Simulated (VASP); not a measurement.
# BN (P6_3mc) in VASP: a series of runs

Runs on BN. Level: r2SCAN+D3(BJ). Tasks: single point.

All numbers are computed with VASP 6.6.1; they aren't measurements. Logs are shortened: lines on timing, memory, paths and dates and some standing lists are left out, and cuts for length are marked.

## 1. The cell of the first run

Symmetry: P6_3mc, No. 186, hexagonal system. Conventional cell: a = 2.393 Å, b = 2.393 Å, c = 3.966 Å, α = 90.00°, β = 90.00°, γ = 120.00°. Within 2.0 Å of B (site symmetry 3m) lie 4 N at 1.47 to 1.48 Å. Within 2.0 Å of N (site symmetry 3m) lie 4 B at 1.47 to 1.48 Å.

## 2. Single point, r2SCAN+D3(BJ) (volume scaled by 0.840)

Input file POSCAR:

```
BN
1.0
    2.3933711702      0.0000000000      0.0000000000
   -1.1966855851      2.0727202341      0.0000000000
    0.0000000000      0.0000000000      3.9657029902
B N
2 2
Direct
    0.6666666667      0.3333333333      0.0008304577
    0.3333333333      0.6666666667      0.5008304577
    0.6666666667      0.3333333333      0.3741695423
    0.3333333333      0.6666666667      0.8741695423
```

Input file INCAR.step1:

```
PREC = Accurate
ENCUT = 520
ISMEAR = 0
SIGMA = 0.05
LREAL = F
LASPH = T
NELM = 60
NBANDS = 16
GGA = PE
ALGO = Normal
EDIFF = 1E-4
LWAVE = T
LCHARG = F
```

Input file INCAR.step2:

```
PREC = Accurate
ENCUT = 520
EDIFF = 1E-6
ISMEAR = 0
SIGMA = 0.05
LREAL = F
LASPH = T
NELM = 60
ALGO = Normal
ISIF = 2
LWAVE = F
LCHARG = T
METAGGA = R2SCAN
LMIXTAU = T
IVDW = 12
VDW_S6 = 1.0
VDW_S8 = 0.78981345
VDW_A1 = 0.49484001
VDW_A2 = 5.73083694
LELF = T
LVHAR = T
NBANDS = 16
ISTART = 1
```

Input file KPOINTS:

```
regular mesh
0
Gamma
  10 10 6
```

Potentials or basis: VASP PAW PBE potentials, release 64 (B, N).

The run is started by

```bash
cat potpaw_PBE.64/B/POTCAR potpaw_PBE.64/N/POTCAR > POTCAR
cp INCAR.step1 INCAR
mpirun -np 1 vasp_std > vasp.out
cp INCAR.step2 INCAR
mpirun -np 1 vasp_std > vasp.out
```

OUTCAR:

```text
PREC = Accurate
   ENCUT = 520
   EDIFF = 1E-6
   ISMEAR = 0
   LREAL = F
   LASPH = T
   NELM = 60
   ISIF = 2
   METAGGA = R2SCAN
   IVDW = 12
   ISTART = 1
 IVDW          = 12

 ion  position               nearest neighbor table
   1  0.667  0.333  0.001-   4 1.47   4 1.47   4 1.47   3 1.48
   2  0.333  0.667  0.501-   3 1.47   3 1.47   3 1.47   4 1.48
   3  0.667  0.333  0.374-   2 1.47   2 1.47   2 1.47   1 1.48
   4  0.333  0.667  0.874-   1 1.47   1 1.47   1 1.47   2 1.48

  LATTYP: Found a hexagonal cell.
 ALAT       =     2.3933711702
 C/A-ratio  =     1.6569527700

  Lattice vectors:

 A1 = (   2.3933711702,   0.0000000000,   0.0000000000)
 A2 = (  -1.1966855851,   2.0727202341,   0.0000000000)
 A3 = (   0.0000000000,   0.0000000000,   3.9657029902)

Analysis of symmetry for initial positions (statically):
=====================================================================
 Subroutine PRICEL returns:
 Original cell was already a primitive cell.

 Routine SETGRP: Setting up the symmetry group for a
 hexagonal supercell.

 Subroutine GETGRP returns: Found 12 space group operations
 (whereof  6 operations were pure point group operations)
 out of a pool of 24 trial point group operations.

The static configuration has the point symmetry C_3v.
 The point group associated with its full space group is C_6v.

Analysis of symmetry for dynamics (positions and initial velocities):
=====================================================================
 Subroutine PRICEL returns:
 Original cell was already a primitive cell.

 Routine SETGRP: Setting up the symmetry group for a
 hexagonal supercell.

 Subroutine GETGRP returns: Found 12 space group operations
 (whereof  6 operations were pure point group operations)
 out of a pool of 24 trial point group operations.

The dynamic configuration has the point symmetry C_3v.
 The point group associated with its full space group is C_6v.

 Subroutine INISYM returns: Found 12 space group operations
 (whereof  6 operations are pure point group operations),
 and found     1 'primitive' translations

----------------------------------------------------------------------------------------

                                     Primitive cell

  volume of cell :      19.6730

  direct lattice vectors                    reciprocal lattice vectors
     2.393371170  0.000000000  0.000000000     0.417820693  0.241228889  0.000000000
    -1.196685585  2.072720234  0.000000000     0.000000000  0.482457779  0.000000000
     0.000000000  0.000000000  3.965702990     0.000000000  0.000000000  0.252162102

  length of vectors
     2.393371170  2.393371170  3.965702990     0.482457779  0.482457779  0.252162102

  position of ions in fractional coordinates (direct lattice)
     0.666666667  0.333333333  0.000830458
     0.333333333  0.666666667  0.500830458
     0.666666667  0.333333333  0.374169542
     0.333333333  0.666666667  0.874169542

  ion indices of the primitive-cell ions
   primitive index   ion index
                 1           1
                 2           2
                 3           3
                 4           4

----------------------------------------------------------------------------------------

 KPOINTS: regular mesh

Automatic generation of k-mesh.
 Grid dimensions read from file:
 generate k-points for:   10   10    6

 Generating k-lattice:

  Cartesian coordinates                     Fractional coordinates (reciprocal lattice)
     0.041782069  0.024122889  0.000000000     0.100000000 -0.000000000  0.000000000
     0.000000000  0.048245778  0.000000000     0.000000000  0.100000000  0.000000000
     0.000000000  0.000000000  0.042027017     0.000000000  0.000000000  0.166666667

  Length of vectors
     0.048245778  0.048245778  0.042027017

  Shift w.r.t. Gamma in fractional coordinates (k-lattice)
     0.000000000  0.000000000  0.000000000

 Subroutine IBZKPT returns following result:
 ===========================================

 Found     56 irreducible k-points:

 Following reciprocal coordinates:
            Coordinates               Weight
  0.000000  0.000000  0.000000      1.000000
  0.100000  0.000000  0.000000      6.000000
  0.200000  0.000000  0.000000      6.000000
  0.300000  0.000000  0.000000      6.000000
  0.400000 -0.000000  0.000000      6.000000
  0.500000  0.000000  0.000000      3.000000
[... 16 lines left out ...]
  0.300000  0.100000  0.166667     24.000000
  0.400000  0.100000  0.166667     24.000000
 [... further k-points ...]
   k-points           NKPTS =     56   k-points in BZ     NKDIM =     56   number of bands    NBANDS=     16
   number of dos      NEDOS =    301   number of ions     NIONS =      4
   total plane-waves  NPLWV =   9720
   dimension x,y,z NGX =    18 NGY =   18 NGZ =   30
   dimension x,y,z NGXF=    36 NGYF=   36 NGZF=   60
   ions per type =               2   2
   NGX,Y,Z   is equivalent  to a cutoff of  12.50, 12.50, 12.58 a.u.
   NGXF,Y,Z  is equivalent  to a cutoff of  25.01, 25.01, 25.15 a.u.
 SYSTEM =  unknown system
   PREC   = accura    normal or accurate (medium, high low for compatibility)
   ISTART =      1    job   : 0-new  1-cont  2-samecut
   ICHARG =      0    charge: 1-file 2-atom 10-const
   ISPIN  =      1    spin polarized calculation?
   LNONCOLLINEAR =      F non collinear calculations
   LSORBIT =      F    spin-orbit coupling
   LASPH  =      T    aspherical Exc in radial PAW
   ENCUT  =  520.0 eV  38.22 Ry    6.18 a.u.   4.45  4.45  7.37*2*pi/ulx,y,z
   NELM   =     60;   NELMIN=  2; NELMDL=  0     # of ELM steps
   EDIFF  = 0.1E-05   stopping-criterion for ELM
   LREAL  =      F    real-space projection
   EDIFFG = 0.1E-04   stopping-criterion for IOM
   NSW    =      0    number of steps for IOM
   IBRION =     -1    ionic relax: 0-MD 1-quasi-New 2-CG
   NFREE  =      0    steps in history (QN), initial steepest desc. (CG)
   ISIF   =      2    stress and relaxation
   ISYM   =      2    0-nonsym 1-usesym 2-fastsym
   POTIM  = 0.5000    time-step for ionic-motion
   TEBEG  =    0.0;   TEEND  =   0.0 temperature during run
   PSTRESS=    0.0 pullay stress
   NELECT =      16.0000    total number of electrons
   NUPDOWN=      -1.0000    fix difference up-down
   EMIN   =  10.00;   EMAX   =-10.00  energy-range for DOS
   EFERMI =   0.00;   METHOD = LEGACY
   ISMEAR =     0;   SIGMA  =   0.05  broadening in eV -4-tet -1-fermi 0-gaus
   EFERMI_NEDOS =   21; number of points for ismear=-14 and -15
   IALGO  =     38    algorithm
   IMIX   =      4    mixing-type and parameters
     AMIX     =   0.40;   BMIX     =  1.00
     AMIX_MAG =   1.60;   BMIX_MAG =  1.00
  volume/ion in A,a.u.               =       4.92        33.19
  Fermi-wavevector in a.u.,A,eV,Ry     =   1.528121  2.887731 31.771712  2.335155
  Thomas-Fermi vector in A             =   2.635924
   LORBIT       =      0    0 simple, 1 ext, 2 COOP (PROOUT), +10 PAW based schemes
   METAGGA = R2SCAN    functional components
   LHFCALC =     F    Hartree Fock is set to
   AEXX    =    0.0000 exact exchange contribution
   IVDW    =    12    specifies the selected vdW correction
   LEPSILON=     F    determine dielectric tensor
   LRPA    =     F    only Hartree local field effects (RPA)
 non-spin polarized calculation
 Gauss-broadening in eV      SIGMA  =   0.05
  energy-cutoff  :      520.00
  volume of cell :       19.67
 maximum number of plane-waves:       549
 NGX is ok and might be reduce to    18
   NGX =  9   NGY =  9   NGZ = 15

 number of electron      16.0000005 magnetization

 Free energy of the ion-electron system (eV)
  ---------------------------------------------------
  ext. energy  EPLUGINS =         0.00000000
  ---------------------------------------------------
  free energy    TOTEN  =       -37.17564356 eV

  energy without entropy =      -37.17564356  energy(sigma->0) =      -37.17564356

 E-fermi :  10.2700     XC(G=0): -14.6366

 val. band max:        9.9109183040   @ k =   0.0000   0.0000   0.0000
 cond. band min:      15.4341724777   @ k =   0.3000   0.3000   0.0000
 fundamental gap:      5.5232541737
 Fermi energy:        10.2700066625

 k-point     1 :       0.0000    0.0000    0.0000
  band No.  band energies     occupation
      1     -13.9264      2.00000
      2      -8.7915      2.00000
      3      -3.3774      2.00000
      4       7.2596      2.00000
      5       7.2596      2.00000
      6       9.4658      2.00000
[... 8 lines left out ...]
     15      24.5672      0.00000
     16      29.8669      0.00000

 k-point     2 :       0.1000    0.0000    0.0000
  band No.  band energies     occupation
      1     -13.6665      2.00000
      2      -8.5850      2.00000
      3      -3.1253      2.00000
      4       6.1178      2.00000
      5       6.7537      2.00000
      6       8.9805      2.00000
[... 8 lines left out ...]
     15      25.4528      0.00000
     16      29.1714      0.00000

 k-point     3 :       0.2000    0.0000    0.0000
  band No.  band energies     occupation
      1     -12.8966      2.00000
      2      -8.0044      2.00000
      3      -2.3834      2.00000
      4       3.5396      2.00000
      5       5.6801      2.00000
      6       6.7967      2.00000
[... 8 lines left out ...]
     15      26.9882      0.00000
     16      28.1089      0.00000

 k-point     4 :       0.3000    0.0000    0.0000
  band No.  band energies     occupation
      1     -11.6545      2.00000
      2      -7.2294      2.00000
      3      -1.2309      2.00000
      4       0.8045      2.00000
      5       4.2207      2.00000
      6       4.6376      2.00000
[... 8 lines left out ...]
     15      29.4083      0.00000
     16      29.9444      0.00000
[... 324 lines left out ...]
 k-point    22 :       0.2000    0.1000    0.1667
  band No.  band energies     occupation
      1     -11.9549      2.00000
      2      -8.1172      2.00000
      3      -0.8323      2.00000
      4       2.3989      2.00000
      5       3.9930      2.00000
      6       5.3959      2.00000
[... 8 lines left out ...]
     15      27.8164      0.00000
     16      29.3743      0.00000

 k-point    23 :       0.3000    0.1000    0.1667
  band No.  band energies     occupation
      1     -10.5354      2.00000
      2      -7.2631      2.00000
      3      -0.8256      2.00000
      4       1.0928      2.00000
      5       2.2435      2.00000
      6       3.8179      2.00000
[... 8 lines left out ...]
     15      29.2896      0.00000
     16      30.3870      0.00000

 k-point    24 :       0.4000    0.1000    0.1667
  band No.  band energies     occupation
      1      -8.9650      2.00000
      2      -7.1349      2.00000
      3      -1.7580      2.00000
      4       0.3040      2.00000
      5       2.1246      2.00000
      6       3.2904      2.00000
[... 8 lines left out ...]
     15      30.6018      0.00000
     16      31.2665      0.00000

 [... further k-points ...]

------------------------ aborting loop because EDIFF is reached ----------------------------------------

 Edisp (eV)   -0.47323

 E8    (eV) :    -0.1016

  FORCE on cell =-STRESS in cart. coord.  units (eV):
  Direction    XX          YY          ZZ          XY          YZ          ZX
  --------------------------------------------------------------------------------------
  -------------------------------------------------------------------------------------
  Total      11.83893    11.83893    11.83900     0.00000     0.00000     0.00000
  in kB     964.16633   964.16633   964.17219     0.00000     0.00000     0.00000
  external pressure =      964.17 kB  Pullay stress =        0.00 kB

 VOLUME and BASIS-vectors are now :
 -----------------------------------------------------------------------------
  energy-cutoff  :      520.00
  volume of cell :       19.67
      direct lattice vectors                 reciprocal lattice vectors
     2.393371170  0.000000000  0.000000000     0.417820693  0.241228889  0.000000000
    -1.196685585  2.072720234  0.000000000     0.000000000  0.482457779  0.000000000
     0.000000000  0.000000000  3.965702990     0.000000000  0.000000000  0.252162102

 POSITION                                       TOTAL-FORCE (eV/Angst)
 -----------------------------------------------------------------------------------
      1.19669      0.69091      0.00329        -0.000000      0.000000      0.009717
     -0.00000      1.38181      1.98614         0.000000      0.000000      0.009717
      1.19669      0.69091      1.48385         0.000000      0.000000     -0.009717
     -0.00000      1.38181      3.46670        -0.000000      0.000000     -0.009717
 -----------------------------------------------------------------------------------
    total drift:                               -0.000000     -0.000000      0.000670

  FREE ENERGIE OF THE ION-ELECTRON SYSTEM (eV)
  ---------------------------------------------------
  free  energy   TOTEN  =       -37.6488725282 eV

  energy  without entropy=      -37.6488725282  energy(sigma->0) =      -37.64887253
```

Run time: 46 s. Hardware: 1 thread of Intel Xeon Platinum 8375C at 2.90GHz (Ice Lake), shared host; peak memory 0.15 GiB.

What came out:

```yaml
Free_energy: -37.6489 eV
Pressure: 96.4 GPa
Largest_force: 0.010 eV/Å
Band_gap_on_the_k_mesh: 5.52 eV, indirect (least direct gap 9.81 eV)
Dispersion_energy_per_atom: -0.118 eV
```

Forces on the atoms (eV/Å):
```
B    0.000  0.000  0.010
B    0.000  0.000  0.010
N    0.000  0.000 -0.010
N    0.000  0.000 -0.010
```

Caveat: the PAW data sets were made with another functional, which shifts forces and pressure a little.

## 3. Single point, r2SCAN+D3(BJ) (volume scaled by 0.880)

Input file POSCAR:

```
BN
1.0
    2.4313210768      0.0000000000      0.0000000000
   -1.2156605384      2.1055858173      0.0000000000
    0.0000000000      0.0000000000      4.0258635554
B N
2 2
Direct
    0.6666666667      0.3333333333      0.0006894965
    0.3333333333      0.6666666667      0.5006894965
    0.6666666667      0.3333333333      0.3743105035
    0.3333333333      0.6666666667      0.8743105035
```

Input file INCAR.step1:

```
  ALGO = Normal
  EDIFF = 1E-4
  ENCUT = 520
  GGA = PE
  ISMEAR = 0
  LASPH = T
  LCHARG = F
  LREAL = F
  LWAVE = T
  NBANDS = 16
  NELM = 80
  PREC = Accurate
  SIGMA = 0.05
```

Input file INCAR.step2:

```
  ALGO = Normal
  EDIFF = 1E-7
  ENCUT = 520
  ISIF = 2
  ISMEAR = 0
  ISTART = 1
  IVDW = 12
  LASPH = T
  LCHARG = F
  LMIXTAU = T
  LREAL = F
  LWAVE = F
  METAGGA = R2SCAN
  NBANDS = 16
  NELM = 80
  PREC = Accurate
  SIGMA = 0.05
  VDW_A1 = 0.49484001
  VDW_A2 = 5.73083694
  VDW_S6 = 1.0
  VDW_S8 = 0.78981345
```

Input file KPOINTS:

```
k-points
0
Gamma
  10 10 6
```

Potentials or basis: VASP PAW PBE potentials, release 64 (B, N).

The run is started by

```bash
cat potpaw_PBE.64/B/POTCAR potpaw_PBE.64/N/POTCAR > POTCAR
cp INCAR.step1 INCAR
mpirun -np 1 vasp_std > vasp.out
cp INCAR.step2 INCAR
mpirun -np 1 vasp_std > vasp.out
```

It took 51 s on 1 thread of Intel Xeon Platinum 8375C at 2.90GHz (Ice Lake), shared host; peak memory 0.15 GiB.

Results (log left out):

```yaml
Free_energy: -38.1215 eV
Pressure: 65.5 GPa
Largest_force: 0.003 eV/Å
Band_gap_on_the_k_mesh: 5.64 eV, indirect (least direct gap 9.62 eV)
Dispersion_energy_per_atom: -0.113 eV
```

Forces in eV/Å, atoms in the order of the input:
```
B    0.000  0.000  0.003
B    0.000  0.000  0.003
N    0.000  0.000 -0.003
N    0.000  0.000 -0.003
```

Stress tensor (GPa, compression positive):
```
65.42  0.00  0.00
 0.00 65.42  0.00
 0.00  0.00 65.54
```

Levels at points of the mesh, in eV from the valence-band top:
```
           k point  band 4  band 5  band 6  band 7  band 8  band 9  band 10  band 11  band 12  band 13
(0.00, 0.00, 0.00)   -2.53   -2.53   -0.40    0.00    0.00    9.62     9.62    10.05    12.02    13.82
(0.50, 0.00, 0.00)   -9.05   -8.08   -5.95   -5.32   -2.51    7.80     8.99    12.03    13.42    15.68
(0.00, 0.00, 0.50)   -6.65   -1.41   -1.41   -1.41   -1.41   11.42    11.42    11.42    11.42    11.56
(0.50, 0.00, 0.50)  -11.67   -4.50   -4.50   -4.27   -4.27    7.69     7.69    11.66    11.66    16.68
```

Caveat: the PAW data sets were made with another functional, which shifts forces and pressure a little.

## 4. Single point, r2SCAN+D3(BJ) (volume scaled by 0.920)

Input file POSCAR:

```
BN
1.0
    2.4679765439      0.0000000000      0.0000000000
   -1.2339882720      2.1373303830      0.0000000000
    0.0000000000      0.0000000000      4.0847622250
B N
2 2
Direct
    0.6666666667      0.3333333333      0.0005275082
    0.3333333333      0.6666666667      0.5005275082
    0.6666666667      0.3333333333      0.3744724918
    0.3333333333      0.6666666667      0.8744724918
```

Input file INCAR.step1:

```
PREC = Accurate
ENCUT = 520
ISMEAR = 0
SIGMA = 0.05
LREAL = False
LASPH = True
NELM = 100
NBANDS = 16
GGA = PE
ALGO = Normal
EDIFF = 1E-4
LWAVE = True
LCHARG = False
```

Input file INCAR.step2:

```
PREC = Accurate
ENCUT = 520
EDIFF = 1E-6
ISMEAR = 0
SIGMA = 0.05
LREAL = False
LASPH = True
NELM = 100
ALGO = Normal
ISIF = 2
LWAVE = False
LCHARG = False
METAGGA = R2SCAN
LMIXTAU = True
IVDW = 12
VDW_S6 = 1.0
VDW_S8 = 0.78981345
VDW_A1 = 0.49484001
VDW_A2 = 5.73083694
NBANDS = 16
ISTART = 1
```

Input file KPOINTS:

```
Automatic mesh
0
Gamma
  10 10 6
```

The run is started by

```bash
cat potpaw_PBE.64/B/POTCAR potpaw_PBE.64/N/POTCAR > POTCAR
cp INCAR.step1 INCAR
mpirun -np 1 vasp_std > vasp.out
cp INCAR.step2 INCAR
mpirun -np 1 vasp_std > vasp.out
```

Wall time 44 s (1 thread of Intel Xeon Platinum 8375C at 2.90GHz (Ice Lake), shared host); peak memory 0.15 GiB.

The run converged. Its results:

- Free energy: -38.4294 eV
- Pressure: 39.9 GPa
- Largest force: 0.005 eV/Å
- Band gap on the k mesh: 5.75 eV, indirect (least direct gap 9.41 eV)
- Dispersion energy per atom: -0.108 eV

Forces in eV/Å, atoms in the order of the input:
```
B    0.000  0.000  0.005
B    0.000  0.000  0.005
N    0.000  0.000 -0.005
N    0.000  0.000 -0.005
```

Levels at points of the mesh, in eV from the valence-band top:
| k point | band 5 | band 6 | band 7 | band 8 | band 9 | band 10 | band 11 | band 12 |
| --- | --- | --- | --- | --- | --- | --- | --- | --- |
| (0.00, 0.00, 0.00) | -2.42 | -0.35 | 0.00 | 0.00 | 9.44 | 9.44 | 9.82 | 11.41 |
| (0.50, 0.00, 0.00) | -7.79 | -5.69 | -5.05 | -2.40 | 7.64 | 8.87 | 11.82 | 13.06 |
| (0.00, 0.00, 0.50) | -1.34 | -1.34 | -1.34 | -1.34 | 11.13 | 11.13 | 11.18 | 11.18 |
| (0.50, 0.00, 0.50) | -4.30 | -4.30 | -4.08 | -4.08 | 7.53 | 7.53 | 11.35 | 11.35 |

Caveat: the PAW data sets were made with another functional, which shifts forces and pressure a little. A k mesh can miss the band edges.

(Continued in part 2 of 2.)
